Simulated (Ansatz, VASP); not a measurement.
# One calculation of AlN, two programs

The input INCAR:

```
SYSTEM = AlN
  ALGO = Normal
  EDIFF = 1E-6
  ENCUT = 600
  GGA = PS
  GGA_COMPAT = .False.
  ISIF = 2
  ISMEAR = -1
  IVDW = 12
  LASPH = .True.
  LCHARG = .False.
  LREAL = .False.
  LWAVE = .False.
  NBANDS = 11
  NELM = 120
  PREC = Accurate
  SIGMA = 0.02
```

KPOINTS

```
k-points
0
Gamma
  6 6 6
  0 0 0
```

Contents of POSCAR:

```
AlN
1.0
    2.5854596279      0.0000000000      0.0000000000
    0.0000000000      2.5854596279      0.0000000000
    0.0000000000      0.0000000000      2.5854596279
Al N
1 1
Direct
    0.0000000000      0.0000000000      0.0000000000
    0.5000000000      0.5000000000      0.5000000000
```

Input for Ansatz:

```yaml
crystal:
  lattice:
    - [2.5854596279, 0.0, 0.0]
    - [0.0, 2.5854596279, 0.0]
    - [0.0, 0.0, 2.5854596279]
  atoms:
    - { symbol: Al, position: [0.0, 0.0, 0.0] }
    - { symbol: "N", position: [0.5, 0.5, 0.5] }
kpoints:
  mp_grid: { grid: [6, 6, 6] }
hamiltonian:
  xc: pbesol
  dispersion: d3bj
scf:
  occupations: { method: fermi_dirac, width: 0.02 }
  n_extra_bands: 4
output:
  forces: true
  stress: true
  eigenvalues: true
```

Alike in both runs: task single point; functional PBEsol; dispersion D3(BJ); k mesh 6 × 6 × 6; occupations fermi-dirac, width 0.02 eV; no spin polarisation.

|  | VASP | Ansatz |
| --- | --- | --- |
| version | VASP 6.6.1 | Ansatz 0.2.0 |
| potentials or method | VASP PAW PBE potentials, release 64 (Al, N) | plane waves |
| plane-wave cutoff (eV) | 600 | 420 |
| valence electrons in the cell | 8 | 8 |

```csv
,VASP,Ansatz,Ansatz less VASP
pressure (GPa),-4.3,-4.1,+0.15
```

VASP's potentials were made for PBE, not for PBEsol.

The k mesh is coarse, so the values compare programs but aren't converged.
